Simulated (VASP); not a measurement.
H6C2O, 36 atoms in the cell. The cell holds an amorphous packing of atoms, 36 atoms: a = 7.294 Å, b = 7.294 Å, c = 7.294 Å, α = 90.00°, β = 90.00°, γ = 90.00°. 

| Quantity | Value |
| --- | --- |
| Program | VASP 6.6.1 |
| Task | single point |
| Functional | PBE |
| Dispersion | D3(BJ) |
| Potentials or basis | VASP PAW PBE potentials, release 64 (C, O, H) |
| Cutoff | 520 eV |
| k mesh | 1 × 1 × 1 |
| Occupations | fermi-dirac, width 0.05 eV |
| Spin | no spin polarisation |
| Dipole correction | no |
| Further INCAR settings | LREAL = Auto; ALGO = Normal; EDIFF = 1e-06; NBANDS = 64 |

Potentials or basis: VASP PAW PBE potentials, release 64 (C, O, H).

Command:

```console
$ cat potpaw_PBE.64/C/POTCAR potpaw_PBE.64/O/POTCAR potpaw_PBE.64/H/POTCAR > POTCAR
$ mpirun -np 1 vasp_gam > vasp.out
```

Hardware: 1 thread of AMD EPYC 7R43 64-Core Processor (Zen 3), on a shared host.

Problem. Estimate the wall time of this run.

Solution. Wall time 70 s on 1 thread of AMD EPYC 7R43 64-Core Processor (Zen 3), on a shared host, peak memory 0.31 GiB. Counts: scf iterations 17, k points 1.
